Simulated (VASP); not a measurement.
# TiB2 (P6/mmm) in VASP: notebook

Runs on TiB2. Level: PBE. Tasks: single point, relaxation of cell and atoms.

Everything below comes from runs of VASP 6.6.1. Logs are shortened: lines on timing, memory, paths and dates and some standing lists are left out, and cuts for length are marked.

## 1. The cell of the first run

The structure is hexagonal, space group P6/mmm (No. 191). The conventional cell has a = 3.032 Å, b = 3.032 Å, c = 3.224 Å, α = 90.00°, β = 90.00°, γ = 120.00°. Within 3.1 Å of Ti (site symmetry 6/mmm) lie 12 B at 2.38 Å and 6 Ti at 3.03 Å. B (site symmetry -6m2) has 3 B at 1.75 Å and 6 Ti at 2.38 Å within 2.4 Å.

## 2. Single point, PBE

File INCAR:

```
PREC = Accurate
ENCUT = 520
EDIFF = 1E-6
ISMEAR = 0
SIGMA = 0.1
LREAL = F
LASPH = T
NELM = 60
ALGO = Normal
ISIF = 2
LWAVE = F
LCHARG = F
GGA = PE
NBANDS = 16
```

File KPOINTS:

```
Automatic mesh
0
Gamma
  18 18 14
```

File POSCAR:

```
TiB2
1.0
    3.0318910856      0.0000000000      0.0000000000
   -1.5159455428      2.6256947017      0.0000000000
    0.0000000000      0.0000000000      3.2244184974
Ti B
1 2
Direct
    0.0000000000      0.0000000000      0.0000000000
    0.3333333333      0.6666666667      0.5000000000
    0.6666666667      0.3333333333      0.5000000000
```

Potentials or basis: VASP PAW PBE potentials, release 64 (Ti_sv, B).

Started as:

```
$ cat potpaw_PBE.64/Ti_sv/POTCAR potpaw_PBE.64/B/POTCAR > POTCAR
$ mpirun -np 1 vasp_std > vasp.out
```

OUTCAR:

```text
PREC = Accurate
   ENCUT = 520
   EDIFF = 1E-6
   ISMEAR = 0
   LREAL = F
   LASPH = T
   NELM = 60
   ISIF = 2
   GGA = PE

 ion  position               nearest neighbor table
   1  0.000  0.000  0.000-   2 2.38   3 2.38   2 2.38   3 2.38   3 2.38   3 2.38   2 2.38   2 2.38
                             3 2.38   3 2.38   2 2.38   2 2.38
   2  0.333  0.667  0.500-   3 1.75   3 1.75   3 1.75   1 2.38   1 2.38   1 2.38   1 2.38   1 2.38
                             1 2.38
   3  0.667  0.333  0.500-   2 1.75   2 1.75   2 1.75   1 2.38   1 2.38   1 2.38   1 2.38   1 2.38
                             1 2.38

  LATTYP: Found a hexagonal cell.
 ALAT       =     3.0318910856
 C/A-ratio  =     1.0635007678

  Lattice vectors:

 A1 = (   3.0318910856,   0.0000000000,   0.0000000000)
 A2 = (  -1.5159455428,   2.6256947017,   0.0000000000)
 A3 = (   0.0000000000,   0.0000000000,   3.2244184974)

Analysis of symmetry for initial positions (statically):
=====================================================================
 Subroutine PRICEL returns:
 Original cell was already a primitive cell.

 Routine SETGRP: Setting up the symmetry group for a
 hexagonal supercell.

 Subroutine GETGRP returns: Found 24 space group operations
 (whereof 24 operations were pure point group operations)
 out of a pool of 24 trial point group operations.

The static configuration has the point symmetry D_6h.

Analysis of symmetry for dynamics (positions and initial velocities):
=====================================================================
 Subroutine PRICEL returns:
 Original cell was already a primitive cell.

 Routine SETGRP: Setting up the symmetry group for a
 hexagonal supercell.

 Subroutine GETGRP returns: Found 24 space group operations
 (whereof 24 operations were pure point group operations)
 out of a pool of 24 trial point group operations.

The dynamic configuration has the point symmetry D_6h.

 Subroutine INISYM returns: Found 24 space group operations
 (whereof 24 operations are pure point group operations),
 and found     1 'primitive' translations

----------------------------------------------------------------------------------------

                                     Primitive cell

  volume of cell :      25.6690

  direct lattice vectors                    reciprocal lattice vectors
     3.031891086  0.000000000  0.000000000     0.329827151  0.190425795  0.000000000
    -1.515945543  2.625694702  0.000000000     0.000000000  0.380851589  0.000000000
     0.000000000  0.000000000  3.224418497     0.000000000  0.000000000  0.310133440

  length of vectors
     3.031891086  3.031891086  3.224418497     0.380851589  0.380851589  0.310133440

  position of ions in fractional coordinates (direct lattice)
     0.000000000  0.000000000  0.000000000
     0.333333333  0.666666667  0.500000000
     0.666666667  0.333333333  0.500000000

  ion indices of the primitive-cell ions
   primitive index   ion index
                 1           1
                 2           2
                 3           3

----------------------------------------------------------------------------------------

 KPOINTS: Automatic mesh

Automatic generation of k-mesh.
 Grid dimensions read from file:
 generate k-points for:   18   18   14

 Generating k-lattice:

  Cartesian coordinates                     Fractional coordinates (reciprocal lattice)
     0.018323731  0.010579211  0.000000000     0.055555556  0.000000000  0.000000000
     0.000000000  0.021158422  0.000000000     0.000000000  0.055555556  0.000000000
     0.000000000  0.000000000  0.022152389     0.000000000  0.000000000  0.071428571

  Length of vectors
     0.021158422  0.021158422  0.022152389

  Shift w.r.t. Gamma in fractional coordinates (k-lattice)
     0.000000000  0.000000000  0.000000000

 Subroutine IBZKPT returns following result:
 ===========================================

 Found    296 irreducible k-points:

 Following reciprocal coordinates:
            Coordinates               Weight
  0.000000  0.000000  0.000000      1.000000
  0.055556 -0.000000  0.000000      6.000000
  0.111111 -0.000000  0.000000      6.000000
  0.166667 -0.000000  0.000000      6.000000
  0.222222 -0.000000  0.000000      6.000000
  0.277778  0.000000  0.000000      6.000000
[... 16 lines left out ...]
  0.333333  0.111111  0.000000     12.000000
  0.388889  0.111111  0.000000     12.000000
 [... further k-points ...]
   k-points           NKPTS =    296   k-points in BZ     NKDIM =    296   number of bands    NBANDS=     16
   number of dos      NEDOS =    301   number of ions     NIONS =      3
   total plane-waves  NPLWV =  13824
   dimension x,y,z NGX =    24 NGY =   24 NGZ =   24
   dimension x,y,z NGXF=    48 NGYF=   48 NGZF=   48
   ions per type =               1   2
   NGX,Y,Z   is equivalent  to a cutoff of  13.16, 13.16, 12.37 a.u.
   NGXF,Y,Z  is equivalent  to a cutoff of  26.32, 26.32, 24.75 a.u.
 SYSTEM =  unknown system
   PREC   = accura    normal or accurate (medium, high low for compatibility)
   ISTART =      0    job   : 0-new  1-cont  2-samecut
   ICHARG =      2    charge: 1-file 2-atom 10-const
   ISPIN  =      1    spin polarized calculation?
   LNONCOLLINEAR =      F non collinear calculations
   LSORBIT =      F    spin-orbit coupling
   LASPH  =      T    aspherical Exc in radial PAW
   ENCUT  =  520.0 eV  38.22 Ry    6.18 a.u.   5.64  5.64  6.00*2*pi/ulx,y,z
   NELM   =     60;   NELMIN=  2; NELMDL= -5     # of ELM steps
   EDIFF  = 0.1E-05   stopping-criterion for ELM
   LREAL  =      F    real-space projection
   EDIFFG = 0.1E-04   stopping-criterion for IOM
   NSW    =      0    number of steps for IOM
   IBRION =     -1    ionic relax: 0-MD 1-quasi-New 2-CG
   NFREE  =      0    steps in history (QN), initial steepest desc. (CG)
   ISIF   =      2    stress and relaxation
   ISYM   =      2    0-nonsym 1-usesym 2-fastsym
   POTIM  = 0.5000    time-step for ionic-motion
   TEBEG  =    0.0;   TEEND  =   0.0 temperature during run
   PSTRESS=    0.0 pullay stress
   NELECT =      18.0000    total number of electrons
   NUPDOWN=      -1.0000    fix difference up-down
   EMIN   =  10.00;   EMAX   =-10.00  energy-range for DOS
   EFERMI =   0.00;   METHOD = LEGACY
   ISMEAR =     0;   SIGMA  =   0.10  broadening in eV -4-tet -1-fermi 0-gaus
   EFERMI_NEDOS =   21; number of points for ismear=-14 and -15
   IALGO  =     38    algorithm
   IMIX   =      4    mixing-type and parameters
     AMIX     =   0.40;   BMIX     =  1.00
     AMIX_MAG =   1.60;   BMIX_MAG =  1.00
  volume/ion in A,a.u.               =       8.56        57.74
  Fermi-wavevector in a.u.,A,eV,Ry     =   1.454440  2.748494 28.781721  2.115397
  Thomas-Fermi vector in A             =   2.571591
   LORBIT       =      0    0 simple, 1 ext, 2 COOP (PROOUT), +10 PAW based schemes
   GGA     = PE    functional components
   LHFCALC =     F    Hartree Fock is set to
   AEXX    =    0.0000 exact exchange contribution
   IVDW    =     0    specifies the selected vdW correction
   LEPSILON=     F    determine dielectric tensor
   LRPA    =     F    only Hartree local field effects (RPA)
 non-spin polarized calculation
 Gauss-broadening in eV      SIGMA  =   0.10
  energy-cutoff  :      520.00
  volume of cell :       25.67
 maximum number of plane-waves:       719
 NGX is ok and might be reduce to    24
   NGX = 11   NGY = 11   NGZ = 11

 number of electron      18.0000001 magnetization

 Free energy of the ion-electron system (eV)
  ---------------------------------------------------
  ext. energy  EPLUGINS =         0.00000000
  ---------------------------------------------------
  free energy    TOTEN  =       -24.43068319 eV

  energy without entropy =      -24.42894745  energy(sigma->0) =      -24.42981532

 E-fermi :  10.0401     XC(G=0): -12.7665

 val. band max:       10.0273321899   @ k =   0.0556   0.0556   0.5000
 cond. band min:      10.0505879668   @ k =   0.0556   0.0556   0.2857
 fundamental gap:      0.0232557769
 Fermi energy:        10.0400902944

 k-point     1 :       0.0000    0.0000    0.0000
  band No.  band energies     occupation
      1     -46.9611      2.00000
      2     -23.3125      2.00000
      3     -22.9994      2.00000
      4     -22.9994      2.00000
      5      -3.5093      2.00000
      6       7.3796      2.00000
[... 8 lines left out ...]
     15      15.7410      0.00000
     16      16.8748      0.00000

 k-point     2 :       0.0556   -0.0000    0.0000
  band No.  band energies     occupation
      1     -46.9595      2.00000
      2     -23.3104      2.00000
      3     -23.0118      2.00000
      4     -23.0022      2.00000
      5      -3.4498      2.00000
      6       7.2049      2.00000
[... 8 lines left out ...]
     15      16.1345      0.00000
     16      17.0613      0.00000

 k-point     3 :       0.1111   -0.0000    0.0000
  band No.  band energies     occupation
      1     -46.9548      2.00000
      2     -23.3044      2.00000
      3     -23.0475      2.00000
      4     -23.0103      2.00000
      5      -3.2728      2.00000
      6       6.7172      2.00000
[... 8 lines left out ...]
     15      17.0314      0.00000
     16      17.6358      0.00000

 k-point     4 :       0.1667   -0.0000    0.0000
  band No.  band energies     occupation
      1     -46.9477      2.00000
      2     -23.2954      2.00000
      3     -23.1019      2.00000
      4     -23.0227      2.00000
      5      -2.9829      2.00000
      6       6.0086      2.00000
[... 8 lines left out ...]
     15      18.1716      0.00000
     16      18.2157      0.00000

 k-point     5 :       0.2222   -0.0000    0.0000
  band No.  band energies     occupation
      1     -46.9389      2.00000
      2     -23.2842      2.00000
      3     -23.1679      2.00000
      4     -23.0378      2.00000
      5      -2.5866      2.00000
      6       5.1706      2.00000
[... 8 lines left out ...]
     15      17.5963      0.00000
     16      19.2051      0.00000

 k-point     6 :       0.2778    0.0000    0.0000
  band No.  band energies     occupation
      1     -46.9296      2.00000
      2     -23.2723      2.00000
      3     -23.2375      2.00000
      4     -23.0539      2.00000
      5      -2.0921      2.00000
      6       4.2687      2.00000
[... 8 lines left out ...]
     15      17.2404      0.00000
     16      19.1363      0.00000
[... 267 lines left out ...]
 k-point    21 :       0.2222    0.1111    0.0000
  band No.  band energies     occupation
      1     -46.9267      2.00000
      2     -23.2686      2.00000
      3     -23.2446      2.00000
      4     -23.0733      2.00000
      5      -1.9287      2.00000
      6       4.2787      2.00000
[... 8 lines left out ...]
     15      17.8201      0.00000
     16      19.1655      0.00000

 k-point    22 :       0.2778    0.1111    0.0000
  band No.  band energies     occupation
      1     -46.9184      2.00000
      2     -23.3003      2.00000
      3     -23.2581      2.00000
      4     -23.0926      2.00000
      5      -1.3491      2.00000
      6       3.4179      2.00000
[... 8 lines left out ...]
     15      17.8709      0.00000
     16      19.1269      0.00000

 k-point    23 :       0.3333    0.1111    0.0000
  band No.  band energies     occupation
      1     -46.9116      2.00000
      2     -23.3454      2.00000
      3     -23.2495      2.00000
      4     -23.1083      2.00000
      5      -0.6895      2.00000
      6       2.5377      2.00000
[... 8 lines left out ...]
     15      17.8967      0.00000
     16      18.9816      0.00000

 k-point    24 :       0.3889    0.1111    0.0000
  band No.  band energies     occupation
      1     -46.9072      2.00000
      2     -23.3747      2.00000
      3     -23.2439      2.00000
      4     -23.1186      2.00000
      5       0.0404      2.00000
      6       1.6684      2.00000
[... 8 lines left out ...]
     15      17.9175      0.00000
     16      18.8322      0.00000

 [... further k-points ...]

------------------------ aborting loop because EDIFF is reached ----------------------------------------

  FORCE on cell =-STRESS in cart. coord.  units (eV):
  Direction    XX          YY          ZZ          XY          YZ          ZX
  --------------------------------------------------------------------------------------
  -------------------------------------------------------------------------------------
  Total        0.0326251      0.0326251      0.0371085      0.0000000      0.0000000     -0.0000000
  in kB        2.0363567      2.0363567      2.3161934      0.0000000      0.0000000     -0.0000000
  external PRESSURE =       2.1296356 kB  Pullay stress =       0.0000000 kB

 VOLUME and BASIS-vectors are now :
 -----------------------------------------------------------------------------
  energy-cutoff  :      520.00
  volume of cell :       25.67
      direct lattice vectors                 reciprocal lattice vectors
     3.031891086  0.000000000  0.000000000     0.329827151  0.190425795  0.000000000
    -1.515945543  2.625694702  0.000000000     0.000000000  0.380851589  0.000000000
     0.000000000  0.000000000  3.224418497     0.000000000  0.000000000  0.310133440

 POSITION                                       TOTAL-FORCE (eV/Angst)
 -----------------------------------------------------------------------------------
      0.00000      0.00000      0.00000         0.000000      0.000000      0.000000
     -0.00000      1.75046      1.61221         0.000000     -0.000000      0.000000
      1.51595      0.87523      1.61221        -0.000000      0.000000      0.000000
 -----------------------------------------------------------------------------------
    total drift:                               -0.000000      0.000000      0.000000

  FREE ENERGIE OF THE ION-ELECTRON SYSTEM (eV)
  ---------------------------------------------------
  free  energy   TOTEN  =       -24.4306831852 eV

  energy  without entropy=      -24.4289474529  energy(sigma->0) =      -24.42981532
```

Run time: 34 s. Hardware: 1 thread of Intel Xeon 6975P-C (Granite Rapids), shared host; peak memory 0.24 GiB.

What came out:

```yaml
Free_energy: -24.4307 eV
Pressure: 0.2 GPa
Band_gap_on_the_k_mesh: zero (bands 9 and 10 overlap by 0.60 eV)
```

## 3. Relaxation of cell and atoms, PBE

This run uses another cell than the first one, of 8.53 Å³/atom.

File INCAR:

```
SYSTEM = TiB2
  PREC = Accurate
  ENCUT = 600
  EDIFF = 1E-6
  ISMEAR = 0
  SIGMA = 0.1
  LREAL = .False.
  LASPH = .True.
  NELM = 80
  ALGO = Normal
  ISIF = 3
  LWAVE = .False.
  LCHARG = .False.
  GGA = PE
  IBRION = 2
  NSW = 100
  EDIFFG = -0.01
```

File KPOINTS:

```
regular mesh
0
Gamma
  18 18 14
  0 0 0
```

File POSCAR:

```
TiB2
1.0
    3.0259273119      0.0000000000      0.0000000000
   -1.5129636559      2.6205299221      0.0000000000
    0.0000000000      0.0000000000      3.2287677100
Ti B
1 2
Direct
    0.0000000000      0.0000000000      0.0000000000
    0.3333333300      0.6666666700      0.5000000000
    0.6666666700      0.3333333300      0.5000000000
```

Potentials or basis: VASP PAW PBE potentials, release 64 (Ti_sv, B).

Started as:

```
$ cat potpaw_PBE.64/Ti_sv/POTCAR potpaw_PBE.64/B/POTCAR > POTCAR
$ mpirun -np 1 vasp_std > vasp.out
```

Run time: 90 s. Hardware: 1 thread of Intel Xeon 6975P-C (Granite Rapids), shared host; peak memory 0.26 GiB.

It converged, with:

```yaml
Free_energy: -24.4325 eV
Relaxed_volume: 8.56 Å³/atom
Relaxed_cell: a = 3.032 Å, b = 3.032 Å, c = 3.225 Å, α = 90.00°, β = 90.00°, γ = 120.00°
Space_group_after_relaxing_to_0.1_Å: P6/mmm (No. 191)
Energy_gained_by_relaxing: 0.2 meV/atom
Ionic_steps: 5
Pressure_after_relaxing: 0.0 GPa
Band_gap_on_the_k_mesh: zero (bands 9 and 10 overlap by 0.60 eV)
```

The path:
| step | energy change (eV) | largest force (eV/Å) | pressure (GPa) | volume (Å³) |
| --- | --- | --- | --- | --- |
| 1 | 0.0000 | 0.0000 | 0.95 | 25.60 |
| 2 | -0.0001 | 0.0000 | -1.01 | 25.79 |
| 3 | -0.0005 | 0.0000 | -0.21 | 25.70 |
| 4 | -0.0005 | 0.0000 | -0.12 | 25.70 |
| 5 | -0.0005 | 0.0000 | 0.04 | 25.68 |

Final structure:
```
Ti B
1.0
     3.03206    0.00000    0.00000
    -1.51603    2.62584    0.00000
     0.00000    0.00000    3.22536
Ti B
1 2
Direct
  0.00000 0.00000 0.00000
  0.33333 0.66667 0.50000
  0.66667 0.33333 0.50000
```

Levels at points of the mesh, in eV from the Fermi level:
```csv
k point,band 6,band 7,band 8,band 9,band 10,band 11,band 12,band 13
"(0.00, 0.00, 0.00)",-2.66,-2.66,-2.35,-2.15,1.84,1.84,3.61,3.61
"(0.50, 0.00, 0.00)",-9.29,-3.32,-3.25,-2.31,1.29,2.69,3.16,3.32
"(0.00, 0.00, 0.50)",-7.65,-0.61,-0.61,-0.24,-0.24,0.39,0.39,1.61
"(0.50, 0.00, 0.50)",-7.59,-4.69,-3.86,-3.19,2.44,2.87,4.42,4.53
```

The gap in the log of VASP goes by the Fermi energy; the results here count the filled bands.